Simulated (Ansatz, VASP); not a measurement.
**Ru in VASP and in Ansatz**

Contents of INCAR:

```
SYSTEM = Ru
ALGO = Normal
EDIFF = 1E-6
ENCUT = 520
GGA = PE
ISIF = 2
ISMEAR = -1
LASPH = .TRUE.
LCHARG = .FALSE.
LREAL = .FALSE.
LWAVE = .FALSE.
NBANDS = 21
NELM = 60
PREC = Accurate
SIGMA = 0.1
```

KPOINTS

```
k-points
0
G
  11 11 11
  0 0 0
```

Contents of POSCAR:

```
Ru
1.0
    0.0000000000      2.7987274610      2.7987274610
    2.7987274610      0.0000000000      2.7987274610
    2.7987274610      2.7987274610      0.0000000000
Ru
2
Direct
    0.1250000000      0.1250000000      0.1250000000
    0.8750000000      0.8750000000      0.8750000000
```

Input for Ansatz:

```yaml
crystal:
  lattice:
    - [0.0, 2.798727461, 2.798727461]
    - [2.798727461, 0.0, 2.798727461]
    - [2.798727461, 2.798727461, 0.0]
  atoms:
    - { symbol: Ru, position: [0.125, 0.125, 0.125] }
    - { symbol: Ru, position: [0.875, 0.875, 0.875] }
hamiltonian:
  xc: pbe
  pseudopotentials:
    kind: paw
    azcp:
      Ru: "pseudopotentials/Ru.paw.azcp"
basis:
  ecutwfc: 420
  fft_grid_basis: typed
kpoints:
  mp_grid: { grid: [11, 11, 11], shift: [0, 0, 0] }
magnetization:
  spin_polarized: false
scf:
  occupations: { method: fermi_dirac, width: 0.1 }
  lower_state_search: "off"
output:
  stress: true
```

Alike in both runs: task single point; functional PBE; k mesh 11 × 11 × 11; occupations fermi-dirac, width 0.1 eV; no spin polarisation.

|  | VASP | Ansatz |
| --- | --- | --- |
| version | VASP 6.6.1 | Ansatz 0.2.0 |
| potentials or method | VASP PAW PBE potentials, release 64 (Ru_pv), cutoff 520 eV | plane waves (420 eV) with PAW, scalar-relativistic |
| valence electrons in the cell | 28 | 32 |

```tsv
	VASP	Ansatz	Ansatz less VASP
pressure (GPa)	-10.3	-10.4	-0.13
```

With one functional, cell and mesh, what is left measures potentials, basis and numerics. VASP's potentials hold 28 valence electrons a cell and Ansatz's 32, so a difference there can come from the potentials and not from the codes.
